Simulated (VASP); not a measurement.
# ZnS (F-43m) in VASP: further runs

ZnS is run at these levels: r2SCAN; tasks: relaxation of cell and atoms.

All numbers are computed with VASP 6.6.1; they aren't measurements. Logs are shortened: lines on timing, memory, paths and dates and some standing lists are left out, and cuts for length are marked.

## 1. The cell of the first run

It takes space group F-43m (No. 216, cubic). The conventional cell has a = 5.134 Å, b = 5.134 Å, c = 5.134 Å, α = 90.00°, β = 90.00°, γ = 90.00°. Zn (site symmetry -43m) has 4 S at 2.22 Å within 2.9 Å. Within 2.9 Å of S (site symmetry -43m) lie 4 Zn at 2.22 Å.

## 2. Relaxation of cell and atoms, r2SCAN, target pressure 15 GPa, at which the enthalpy is minimised

Input file POSCAR:

```
ZnS
1.0
    0.0000000000      2.5671737605      2.5671737605
    2.5671737605      0.0000000000      2.5671737605
    2.5671737605      2.5671737605      0.0000000000
Zn S
1 1
Direct
    0.0000000000      0.0000000000      0.0000000000
    0.2500000000      0.2500000000      0.2500000000
```

Input file INCAR.step1:

```
SYSTEM = ZnS
PREC = Accurate ; ENCUT = 600
ISMEAR = 0 ; SIGMA = 0.02
LREAL = .FALSE. ; LASPH = .TRUE.
NELM = 80 ; GGA = PE
ALGO = Normal ; EDIFF = 1E-4
LWAVE = .TRUE. ; LCHARG = .FALSE.
```

Input file INCAR.step2:

```
SYSTEM = ZnS
PREC = Accurate ; ENCUT = 600
EDIFF = 1E-6 ; ISMEAR = 0
SIGMA = 0.02 ; LREAL = .FALSE.
LASPH = .TRUE. ; NELM = 80
ALGO = Normal ; ISIF = 3
LWAVE = .FALSE. ; LCHARG = .FALSE.
METAGGA = R2SCAN ; LMIXTAU = .TRUE.
IBRION = 2 ; NSW = 70
EDIFFG = -0.008 ; PSTRESS = 150.0
ISTART = 1
```

Input file KPOINTS:

```
Automatic mesh
0
G
  8 8 8
  0 0 0
```

Potentials or basis: VASP PAW PBE potentials, release 64 (Zn, S).

On the command line:

```sh
$ cat potpaw_PBE.64/Zn/POTCAR potpaw_PBE.64/S/POTCAR > POTCAR
$ cp INCAR.step1 INCAR
$ mpirun -np 1 vasp_std > vasp.out
$ cp INCAR.step2 INCAR
$ mpirun -np 1 vasp_std > vasp.out
```

OUTCAR:

```text
SYSTEM = ZnS
   PREC = Accurate
   ENCUT = 600
   EDIFF = 1E-6
   ISMEAR = 0
   LREAL = .FALSE.
   LASPH = .TRUE.
   NELM = 80
   ISIF = 3
   METAGGA = R2SCAN
   IBRION = 2
   NSW = 70
   EDIFFG = -0.008
   PSTRESS = 150.0
   ISTART = 1

 ion  position               nearest neighbor table
   1  0.000  0.000  0.000-   2 2.22   2 2.22   2 2.22   2 2.22
   2  0.250  0.250  0.250-   1 2.22   1 2.22   1 2.22   1 2.22

  LATTYP: Found a face centered cubic cell.
 ALAT       =     5.1343475210

  Lattice vectors:

 A1 = (   0.0000000000,   2.5671737605,   2.5671737605)
 A2 = (   2.5671737605,   0.0000000000,   2.5671737605)
 A3 = (   2.5671737605,   2.5671737605,   0.0000000000)

Analysis of symmetry for initial positions (statically):
=====================================================================
 Subroutine PRICEL returns:
 Original cell was already a primitive cell.

 Routine SETGRP: Setting up the symmetry group for a
 face centered cubic supercell.

 Subroutine GETGRP returns: Found 24 space group operations
 (whereof 24 operations were pure point group operations)
 out of a pool of 48 trial point group operations.

The static configuration has the point symmetry T_d .

Analysis of symmetry for dynamics (positions and initial velocities):
=====================================================================
 Subroutine PRICEL returns:
 Original cell was already a primitive cell.

 Routine SETGRP: Setting up the symmetry group for a
 face centered cubic supercell.

 Subroutine GETGRP returns: Found 24 space group operations
 (whereof 24 operations were pure point group operations)
 out of a pool of 48 trial point group operations.

The dynamic configuration has the point symmetry T_d .

 Subroutine INISYM returns: Found 24 space group operations
 (whereof 24 operations are pure point group operations),
 and found     1 'primitive' translations

----------------------------------------------------------------------------------------

                                     Primitive cell

  volume of cell :      33.8373

  direct lattice vectors                    reciprocal lattice vectors
     0.000000000  2.567173760  2.567173760    -0.194766715  0.194766715  0.194766715
     2.567173760  0.000000000  2.567173760     0.194766715 -0.194766715  0.194766715
     2.567173760  2.567173760  0.000000000     0.194766715  0.194766715 -0.194766715

  length of vectors
     3.630531949  3.630531949  3.630531949     0.337345846  0.337345846  0.337345846

  position of ions in fractional coordinates (direct lattice)
     0.000000000  0.000000000  0.000000000
     0.250000000  0.250000000  0.250000000
[... 100 lines left out ...]
  Thomas-Fermi vector in A             =   2.455863
   LORBIT       =      0    0 simple, 1 ext, 2 COOP (PROOUT), +10 PAW based schemes
   METAGGA = R2SCAN    functional components
   LHFCALC =     F    Hartree Fock is set to
   AEXX    =    0.0000 exact exchange contribution
   IVDW    =     0    specifies the selected vdW correction
   LEPSILON=     F    determine dielectric tensor
   LRPA    =     F    only Hartree local field effects (RPA)
 conjugate gradient relaxation of ions
 non-spin polarized calculation
 Gauss-broadening in eV      SIGMA  =   0.02
  energy-cutoff  :      600.00
  volume of cell :       33.84
 maximum number of plane-waves:      1158
 NGX is ok and might be reduce to    30
   NGX = 15   NGY = 15   NGZ = 15

--------------------------------------- Ionic step        1  -------------------------------------------

 number of electron      18.0000013 magnetization

 Free energy of the ion-electron system (eV)
  ---------------------------------------------------
  ext. energy  EPLUGINS =         0.00000000
  ---------------------------------------------------
  free energy    TOTEN  =       -18.63917561 eV

  energy without entropy =      -18.63917561  energy(sigma->0) =      -18.63917561

------------------------ aborting loop because EDIFF is reached ----------------------------------------

  FORCE on cell =-STRESS in cart. coord.  units (eV):
  Direction    XX          YY          ZZ          XY          YZ          ZX
  --------------------------------------------------------------------------------------
  -------------------------------------------------------------------------------------
  Total        3.3289989      3.3289989      3.3289989     -0.0000000     -0.0000000      0.0000000
  in kB      157.6262147    157.6262147    157.6262147     -0.0000000     -0.0000000      0.0000000
  external PRESSURE =       7.6262147 kB  Pullay stress =     150.0000000 kB
[... 215 lines left out ...]
--------------------------------------- Ionic step        7  -------------------------------------------

 number of electron      18.0000014 magnetization

 Free energy of the ion-electron system (eV)
  ---------------------------------------------------
  ext. energy  EPLUGINS =         0.00000000
  ---------------------------------------------------
  free energy    TOTEN  =       -18.65814933 eV

  energy without entropy =      -18.65814933  energy(sigma->0) =      -18.65814933

 E-fermi :   3.4944     XC(G=0): -11.0557

 val. band max:        3.3522989825   @ k =   0.0000   0.0000   0.0000
 cond. band min:       6.7098214291   @ k =   0.5000   0.5000   0.0000
 fundamental gap:      3.3575224466
 Fermi energy:         3.4944010514

 k-point     1 :       0.0000    0.0000    0.0000
  band No.  band energies     occupation
      1     -11.5125      2.00000
      2      -3.8794      2.00000
      3      -3.8793      2.00000
      4      -3.8793      2.00000
      5      -3.1278      2.00000
      6      -3.1277      2.00000
      7       3.3523      2.00000
      8       3.3523      2.00000
      9       3.3523      2.00000
     10       6.7442      0.00000
     11      10.0817      0.00000
     12      10.0818      0.00000
     13      10.0818      0.00000
[... 354 lines left out ...]
  band No.  band energies     occupation
      1     -10.0563      2.00000
      2      -3.7226      2.00000
      3      -3.6242      2.00000
      4      -3.2725      2.00000
      5      -3.1172      2.00000
      6      -2.8011      2.00000
      7      -2.4997      2.00000
      8       0.4474      2.00000
      9       1.4477      2.00000
     10       9.1198      0.00000
     11       9.5339      0.00000
     12      12.0423      0.00000
     13      13.3131      0.00000

 [... further k-points ...]

------------------------ aborting loop because EDIFF is reached ----------------------------------------

  FORCE on cell =-STRESS in cart. coord.  units (eV):
  Direction    XX          YY          ZZ          XY          YZ          ZX
  --------------------------------------------------------------------------------------
  -------------------------------------------------------------------------------------
  Total        3.1832465      3.1832465      3.1832465      0.0000000      0.0000000      0.0000000
  in kB      149.8449313    149.8449313    149.8449313      0.0000000      0.0000000      0.0000000
  external PRESSURE =      -0.1550687 kB  Pullay stress =     150.0000000 kB
[... 21 lines left out ...]
  energy  without entropy=      -18.6581493337  energy(sigma->0) =      -18.65814933

  enthalpy is  TOTEN    =       -15.4716086023 eV   P V=        3.1865407314

 reached required accuracy - stopping structural energy minimisation
```

OUTCAR.step1:

```text
SYSTEM = ZnS
   PREC = Accurate
   ENCUT = 600
   ISMEAR = 0
   LREAL = .FALSE.
   LASPH = .TRUE.
[... 606 lines left out ...]
      0.00000      0.00000      0.00000        -0.000000     -0.000000     -0.000000
      1.28359      1.28359      1.28359         0.000000      0.000000      0.000000
 -----------------------------------------------------------------------------------
    total drift:                                0.000001      0.000001      0.000001

  FREE ENERGIE OF THE ION-ELECTRON SYSTEM (eV)
  ---------------------------------------------------
  free  energy   TOTEN  =        -6.5320687262 eV

  energy  without entropy=       -6.5320687262  energy(sigma->0) =       -6.53206873
```

OSZICAR.step1:

```text
N       E                     dE             d eps       ncg     rms          rms(c)
DAV:   1     0.955653656210E+02    0.95565E+02   -0.10120E+04   754   0.190E+03
DAV:   2    -0.329074064935E+00   -0.95894E+02   -0.91918E+02   799   0.310E+02
DAV:   3    -0.690654648963E+01   -0.65775E+01   -0.65464E+01   924   0.802E+01
DAV:   4    -0.698784384371E+01   -0.81297E-01   -0.81269E-01   834   0.930E+00
DAV:   5    -0.698899229804E+01   -0.11485E-02   -0.11484E-02   954   0.114E+00    0.928E+00
DAV:   6    -0.655478653055E+01    0.43421E+00   -0.10322E+00  1055   0.413E+01    0.699E+00
DAV:   7    -0.653315179521E+01    0.21635E-01   -0.46110E-01   759   0.716E+00    0.340E+00
DAV:   8    -0.653209082877E+01    0.10610E-02   -0.71682E-03   922   0.131E+00    0.104E+00
DAV:   9    -0.653200262003E+01    0.88209E-04   -0.19183E-03   809   0.438E-01    0.110E-01
DAV:  10    -0.653206872616E+01   -0.66106E-04   -0.12536E-04   684   0.155E-01
   1 F= -.65320687E+01 E0= -.65320687E+01  d E =-.415304E-29
```

It took 2.1 min on 1 thread of Intel Xeon 6975P-C (Granite Rapids), shared host; peak memory 0.19 GiB.

Results:

```
Free energy                                            : -18.6581 eV
Relaxed volume                                         : 17.02 Å³/atom
Relaxed cell                                           : a = 3.638 Å, b = 3.638 Å, c = 3.638 Å, α = 60.00°, β = 60.00°, γ = 60.00°
Space group after relaxing (to 0.05 Å)                 : F-43m (No. 216)
Energy change on relaxing (the enthalpy is what falls) : -9.5 meV/atom
Ionic steps                                            : 7
Pressure after relaxing                                : 15.0 GPa
Band gap on the k mesh                                 : 3.36 eV, indirect (least direct gap 3.39 eV)
```

Step by step:
```tsv
step	energy change (eV)	largest force (eV/Å)	pressure (GPa)	volume (Å³)
1	0.0000	0.0000	15.76	33.84
2	-0.0368	0.0000	13.92	34.23
3	-0.0172	0.0000	15.60	34.02
4	-0.0243	0.0000	14.60	34.09
5	-0.0215	0.0000	14.91	34.06
6	-0.0207	0.0000	14.87	34.06
7	-0.0190	0.0000	14.98	34.04
```

Final structure:
```
CELL_PARAMETERS angstrom
0.00000 2.57219 2.57219
2.57219 0.00000 2.57219
2.57219 2.57219 0.00000
ATOMIC_POSITIONS crystal
Zn 0.00000 0.00000 0.00000
S 0.25000 0.25000 0.25000
```

Caveat: the cell is relaxed towards a set pressure, so the enthalpy falls and the energy may rise; the PAW data sets were made with another functional, which shifts forces and pressure a little.

## 3. Relaxation of cell and atoms, r2SCAN, target pressure 8 GPa, at which the enthalpy is minimised

This run uses another cell than the first one, of 17.92 Å³/atom, 1.059 times its volume.

Input file POSCAR:

```
ZnS
1.0
    0.0000000000      2.6166889039      2.6166889039
    2.6166889039      0.0000000000      2.6166889039
    2.6166889039      2.6166889039      0.0000000000
Zn S
1 1
Direct
    0.0000000000      0.0000000000      0.0000000000
    0.2500000000      0.2500000000      0.2500000000
```

INCAR.step1 is that of step 2.

Changes to INCAR.step2 since step 2:

```diff
@@ -9,3 +9,3 @@
 IBRION = 2 ; NSW = 70
-EDIFFG = -0.008 ; PSTRESS = 150.0
+EDIFFG = -0.008 ; PSTRESS = 80.0
 ISTART = 1
```

Input file KPOINTS:

```
regular mesh
0
G
  8 8 8
  0 0 0
```

Potentials or basis: VASP PAW PBE potentials, release 64 (Zn, S).

On the command line:

```sh
$ cat potpaw_PBE.64/Zn/POTCAR potpaw_PBE.64/S/POTCAR > POTCAR
$ cp INCAR.step1 INCAR
$ mpirun -np 1 vasp_std > vasp.out
$ cp INCAR.step2 INCAR
$ mpirun -np 1 vasp_std > vasp.out
```

It took 2 min on 1 thread of Intel Xeon 6975P-C (Granite Rapids), shared host; peak memory 0.18 GiB.

The run converged. Its results:

```
Free energy                                            : -18.7942 eV
Relaxed volume                                         : 17.98 Å³/atom
Relaxed cell                                           : a = 3.705 Å, b = 3.705 Å, c = 3.705 Å, α = 60.00°, β = 60.00°, γ = 60.00°
Space group after relaxing (to 0.05 Å)                 : F-43m (No. 216)
Energy change on relaxing (the enthalpy is what falls) : -3.2 meV/atom
Ionic steps                                            : 5
Pressure after relaxing                                : 8.1 GPa
Band gap on the k mesh                                 : 3.12 eV, direct
```

The path:
| step | energy change (eV) | largest force (eV/Å) | pressure (GPa) | volume (Å³) |
| --- | --- | --- | --- | --- |
| 1 | 0.0000 | 0.0000 | 8.43 | 35.83 |
| 2 | -0.0125 | 0.0000 | 7.63 | 36.08 |
| 3 | -0.0053 | 0.0000 | 8.13 | 35.94 |
| 4 | -0.0072 | 0.0000 | 7.89 | 35.97 |
| 5 | -0.0063 | 0.0000 | 8.07 | 35.96 |

Final structure:
```
Zn S
1.0
     0.00000    2.61970    2.61970
     2.61970    0.00000    2.61970
     2.61970    2.61970    0.00000
Zn S
1 1
Direct
  0.00000 0.00000 0.00000
  0.25000 0.25000 0.25000
```

Levels at points of the mesh, in eV from the valence-band top:
| k point | band 7 | band 8 | band 9 | band 10 | band 11 | band 12 |
| --- | --- | --- | --- | --- | --- | --- |
| (0.00, 0.00, 0.00) | 0.00 | 0.00 | 0.00 | 3.12 | 6.81 | 6.81 |
| (0.50, 0.00, 0.00) | -5.96 | -1.04 | -1.04 | 4.00 | 7.31 | 7.31 |
| (0.50, 0.50, 0.00) | -5.00 | -2.65 | -2.65 | 3.51 | 4.43 | 12.53 |

Caveat: the cell is relaxed towards a set pressure, so the enthalpy falls and the energy may rise; the PAW data sets were made with another functional, which shifts forces and pressure a little.

## 4. Relaxation of cell and atoms, r2SCAN, target pressure 3 GPa, at which the enthalpy is minimised

This run uses another cell than the first one, of 19.02 Å³/atom, 1.124 times its volume.

Input file POSCAR:

```
ZnS
1.0
    0.0000000000      2.6691509357      2.6691509357
    2.6691509357      0.0000000000      2.6691509357
    2.6691509357      2.6691509357      0.0000000000
Zn S
1 1
Direct
    0.0000000000      0.0000000000      0.0000000000
    0.2500000000      0.2500000000      0.2500000000
```

Input file INCAR.step1:

```
SYSTEM = ZnS
ALGO = Normal ; EDIFF = 1E-4
ENCUT = 600 ; GGA = PE
ISMEAR = 0 ; LASPH = .TRUE.
LCHARG = .FALSE. ; LREAL = .FALSE.
LWAVE = .TRUE. ; NELM = 80
PREC = Accurate ; SIGMA = 0.02
```

Input file INCAR.step2:

```
SYSTEM = ZnS
ALGO = Normal ; EDIFF = 1E-7
EDIFFG = -0.008 ; ENCUT = 600
IBRION = 2 ; ISIF = 3
ISMEAR = 0 ; ISTART = 1
LASPH = .TRUE. ; LCHARG = .FALSE.
LMIXTAU = .TRUE. ; LREAL = .FALSE.
LWAVE = .FALSE. ; METAGGA = R2SCAN
NELM = 80 ; NSW = 70
PREC = Accurate ; PSTRESS = 30.0
SIGMA = 0.02
```

Input file KPOINTS:

```
k-points
0
G
  8 8 8
  0 0 0
```

On the command line:

```sh
$ cat potpaw_PBE.64/Zn/POTCAR potpaw_PBE.64/S/POTCAR > POTCAR
$ cp INCAR.step1 INCAR
$ mpirun -np 1 vasp_std > vasp.out
$ cp INCAR.step2 INCAR
$ mpirun -np 1 vasp_std > vasp.out
```

Run time: 1.9 min. Hardware: 1 thread of Intel Xeon 6975P-C (Granite Rapids), shared host; peak memory 0.18 GiB.

The run converged. Its results:

* Free energy: -18.8556 eV
* Relaxed volume: 18.88 Å³/atom
* Relaxed cell: a = 3.766 Å, b = 3.766 Å, c = 3.766 Å, α = 60.00°, β = 60.00°, γ = 60.00°
* Space group after relaxing (to 0.05 Å): F-43m (No. 216)
* Energy change on relaxing (the enthalpy is what falls): +2.1 meV/atom
* Ionic steps: 4
* Pressure after relaxing: 3.0 GPa
* Band gap on the k mesh: 2.88 eV, direct

Step by step:
```tsv
step	energy change (eV)	largest force (eV/Å)	pressure (GPa)	volume (Å³)
1	0.0000	0.0000	2.37	38.03
2	0.0071	0.0000	3.36	37.62
3	0.0050	0.0000	3.09	37.73
4	0.0043	0.0000	3.00	37.77
```

Final structure:
```
Zn S
1.0
     0.00000    2.66298    2.66298
     2.66298    0.00000    2.66298
     2.66298    2.66298    0.00000
Zn S
1 1
Direct
  0.00000 0.00000 0.00000
  0.25000 0.25000 0.25000
```

Levels at points of the mesh, in eV from the valence-band top:
```tsv
k point	band 7	band 8	band 9	band 10	band 11	band 12
(0.00, 0.00, 0.00)	0.00	0.00	0.00	2.88	6.86	6.86
(0.50, 0.00, 0.00)	-5.69	-0.95	-0.95	3.90	7.36	7.36
(0.50, 0.50, 0.00)	-4.79	-2.45	-2.45	3.63	4.47	12.11
```

Caveat: the cell is relaxed towards a set pressure, so the enthalpy falls and the energy may rise; the PAW data sets were made with another functional, which shifts forces and pressure a little. r2SCAN opens gaps a little over a GGA but as a rule still falls short of measured ones.

## 5. The runs side by side

```csv
cell,gap on the mesh (eV),pressure (GPa)
"relaxed to 15 GPa from a = 3.631 Å, angles 60.0°, 2 atoms",3.36,15.0
"relaxed to 8 GPa from a = 3.701 Å, angles 60.0°, 2 atoms",3.12,8.1
"relaxed to 3 GPa from a = 3.775 Å, angles 60.0°, 2 atoms",2.88,3.0
```

Alike in all rows: task relaxation of cell and atoms; level r2SCAN; potentials or basis VASP PAW PBE potentials, release 64 (Zn, S); no spin polarisation; k mesh 8 × 8 × 8; cutoff (eV) 600; smearing gaussian 0.02 eV.

Caveats: the cell is relaxed towards a set pressure, so the enthalpy falls and the energy may rise; the PAW data sets were made with another functional, which shifts forces and pressure a little.

Absolute energies hang on the potentials; compare differences alone.
